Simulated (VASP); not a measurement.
A run of VASP 6.6.1 is set up as follows.

The input INCAR:

```
PREC = Accurate ; ENCUT = 690
EDIFF = 1E-6 ; ISMEAR = 0
SIGMA = 0.1 ; LREAL = False
LASPH = True ; NELM = 200
ALGO = Normal ; ISIF = 2
LWAVE = False ; LCHARG = False
ISPIN = 2 ; MAGMOM = 1.79 1.79
LORBIT = 11 ; LMAXMIX = 4
GGA = PS ; NBANDS = 28
GGA_COMPAT = False
```

The input KPOINTS:

```
Automatic mesh
0
Gamma
  21 21 10
```

POSCAR

```
Co
1.0
    2.4313544143      0.0000000000      0.0000000000
   -1.2156772072      2.1056146884      0.0000000000
    0.0000000000      0.0000000000      3.9913064529
Co
2
Direct
    0.3333333333      0.6666666667      0.2500000000
    0.6666666667      0.3333333333      0.7500000000
```

Potentials or basis: VASP PAW PBE potentials, release 64 (Co_sv).

Run with:

```sh
$ cat potpaw_PBE.64/Co_sv/POTCAR > POTCAR
$ mpirun -np 1 vasp_std > vasp.out
```

Q: Estimate the net moment.

A: 3.12 μB per cell.

Q: What does it give for the site moments?

A: Co +1.62 μB.

Q: Estimate the pressure.

A: 2.3 GPa.

Stress tensor (GPa, compression positive):
```
 4.21  0.00  0.00
 0.00  4.21  0.00
 0.00  0.00 -1.47
```

Caveat: the cell differs from its parent crystal (biaxial strain in the a-b plane: -1.0 %, then relaxed in part); the stress differs along the axes, from -1 to 4 GPa; the PAW data sets were made with another functional, which shifts forces and pressure a little.
